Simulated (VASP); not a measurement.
SiBF:

```
CELL_PARAMETERS angstrom
2.19322 0.00000 0.00000
0.00000 3.70875 0.00000
0.00000 0.00000 5.26552
ATOMIC_POSITIONS crystal
Si 0.00000 0.50000 0.00000
B 0.00000 0.00000 0.50000
F 0.00000 0.00000 0.00000
```

The cell was built from a structure type or drawn by symmetry, and may not be a known phase.

```yaml
Program: VASP 6.6.1
Task: relaxation of cell and atoms
Functional: PBE
Potentials_or_basis: VASP PAW PBE potentials, release 64 (Si, B, F)
Cutoff: 600 eV
k_mesh: 20 × 12 × 10
Occupations: gaussian, width 0.1 eV
Spin: no spin polarisation
```

At the start: pressure -0.1 GPa; volume 14.28 Å³/atom.

Task: Where does the relaxation end?

Result: Over 19 steps the energy falls by 3.2 meV/atom and the volume is 13.35 Å³/atom (-6.5 %); space group Pmmm (No. 47, to 0.1 Å) before and after.

The path:
```tsv
step	energy change (eV)	largest force (eV/Å)	pressure (GPa)	volume (Å³)
1	0.0000	0.0000	-0.06	42.83
2	-0.0011	0.0000	-0.22	42.80
3	-0.0030	0.0000	-0.62	42.70
4	-0.0029	0.0000	-1.44	42.48
5	-0.0036	0.0000	-1.00	42.61
6	-0.0042	0.0000	-0.90	42.48
7	-0.0058	0.0000	-0.61	42.11
8	-0.0076	0.0000	0.04	41.37
9	-0.0058	0.0000	1.45	39.89
10	-0.0079	0.0000	0.33	41.02
11	-0.0084	0.0000	0.30	40.92
12	-0.0088	0.0000	0.16	40.77
13	-0.0091	0.0000	-0.10	40.47
14	-0.0094	0.0000	-0.17	40.24
15	-0.0094	0.0000	-0.20	40.20
16	-0.0094	0.0000	-0.18	40.12
17	-0.0094	0.0000	-0.18	40.17
18	-0.0094	0.0000	-0.18	40.18
19	-0.0095	0.0000	0.01	40.05
```

Final structure:
```xyz
3
Lattice="2.2324 0.0000 0.0000 0.0000 3.7883 0.0000 0.0000 0.0000 4.7353" Properties=species:S:1:pos:R:3 pbc="T T T"
Si    0.0000    1.8942    0.0000
B     0.0000    0.0000    2.3676
F     2.2324    0.0000    0.0000
```
